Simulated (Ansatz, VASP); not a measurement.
# CsBr in VASP and in Ansatz

POSCAR

```
CsBr
1.0
    4.2860000000      0.0000000000      0.0000000000
    0.0000000000      4.2860000000      0.0000000000
    0.0000000000      0.0000000000      4.2860000000
Cs Br
1 1
Direct
    0.0000000000      0.0000000000      0.0000000000
    0.5000000000      0.5000000000      0.5000000000
```

File INCAR.step1:

```
SYSTEM = CsBr
ALGO = Normal
EDIFF = 1E-5
ENCUT = 550
GGA = PE
GGA_COMPAT = .FALSE.
ISMEAR = 0
LASPH = .TRUE.
LCHARG = .FALSE.
LREAL = .FALSE.
LWAVE = .TRUE.
NBANDS = 15
NELM = 120
PREC = Accurate
SIGMA = 0.05
```

File INCAR.step2:

```
SYSTEM = CsBr
ALGO = Normal
EDIFF = 1E-6
ENCUT = 550
GGA_COMPAT = .FALSE.
ISIF = 2
ISMEAR = 0
ISTART = 1
LASPH = .TRUE.
LCHARG = .FALSE.
LMIXTAU = .TRUE.
LREAL = .FALSE.
LWAVE = .FALSE.
METAGGA = R2SCAN
NBANDS = 15
NELM = 120
PREC = Accurate
SIGMA = 0.05
```

File KPOINTS:

```
k-points
0
G
  6 6 6
  0 0 0
```

Input for Ansatz:

```yaml
crystal:
  lattice:
    - [4.286, 0.0, 0.0]
    - [0.0, 4.286, 0.0]
    - [0.0, 0.0, 4.286]
  atoms:
    - { symbol: Cs, position: [0.0, 0.0, 0.0] }
    - { symbol: Br, position: [0.5, 0.5, 0.5] }
basis:
  ecutwfc: 500
kpoints:
  mp_grid: { grid: [6, 6, 6] }
hamiltonian:
  xc: r2scan
scf:
  occupations: { method: gaussian, width: 0.05 }
output:
  forces: true
  stress: true
  eigenvalues: true
  write_density: true
  write_potential: true
  elf: true
  volumetric_format: npy
```

Alike in both runs: task single point; functional r2SCAN; k mesh 6 × 6 × 6; occupations gaussian, width 0.05 eV; no spin polarisation.

|  | VASP | Ansatz |
| --- | --- | --- |
| version | VASP 6.6.1 | Ansatz 0.2.0 |
| potentials or method | VASP PAW PBE potentials, release 64 (Cs_sv, Br), cutoff 550 eV | scalar-relativistic, plane waves, PAW |
| valence electrons in the cell | 16 | 16 |

VASP gave:

```
gap on the k mesh at the Fermi level (eV) : 5.29
least direct gap on the mesh (eV)         : 5.29
pressure (GPa)                            : 0.5
```

**Question.** Estimate Ansatz's values.

**Answer.** gap on the k mesh at the Fermi level (eV): 5.30; least direct gap on the mesh (eV): 5.30; pressure (GPa): 0.4.

VASP's potentials were made for PBE, not for r2SCAN.

Neither program's run includes spin-orbit coupling.
